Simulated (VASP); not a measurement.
A run of VASP 6.6.1 is set up as follows.

The input INCAR:

```
PREC = Accurate ; ENCUT = 600
EDIFF = 1E-6 ; ISMEAR = 0
SIGMA = 0.1 ; LREAL = False
LASPH = True ; NELM = 100
ALGO = Normal ; ISIF = 3
LWAVE = False ; LCHARG = False
GGA = PE ; IBRION = 2
NSW = 90 ; EDIFFG = -0.04
```

Contents of KPOINTS:

```
Automatic mesh
0
Gamma
  4 4 4
```

Contents of POSCAR:

```
Ta3As4
1.0
   -3.2897318600      3.2897318600      3.2897318600
    3.2897318600     -3.2897318600      3.2897318600
    3.2897318600      3.2897318600     -3.2897318600
Ta As
3 4
Direct
    0.0000000000      0.5000000000      0.5000000000
    0.5000000000      0.0000000000      0.5000000000
    0.5000000000      0.5000000000      0.0000000000
    0.5000000000      0.5000000000      0.5000000000
    0.0000000000      0.0000000000      0.5000000000
    0.0000000000      0.5000000000      0.0000000000
    0.5000000000      0.0000000000      0.0000000000
```

Potentials or basis: VASP PAW PBE potentials, release 64 (Ta_pv, As).

The run is started by

```bash
$ cat potpaw_PBE.64/Ta_pv/POTCAR potpaw_PBE.64/As/POTCAR > POTCAR
$ mpirun -np 1 vasp_std > vasp.out
```

Predict the relaxed volume.

18.59 Å³/atom.

Predict the relaxed cell.

a = 5.529 Å, b = 5.529 Å, c = 5.529 Å, α = 109.47°, β = 109.47°, γ = 109.47°.

Final structure:
```
Ta As
1.0
    -3.19205    3.19205    3.19205
     3.19205   -3.19205    3.19205
     3.19205    3.19205   -3.19205
Ta As
3 4
Direct
  0.00000 0.50000 0.50000
  0.50000 0.00000 0.50000
  0.50000 0.50000 0.00000
  0.50000 0.50000 0.50000
  0.00000 0.00000 0.50000
  0.00000 0.50000 0.00000
  0.50000 0.00000 0.00000
```
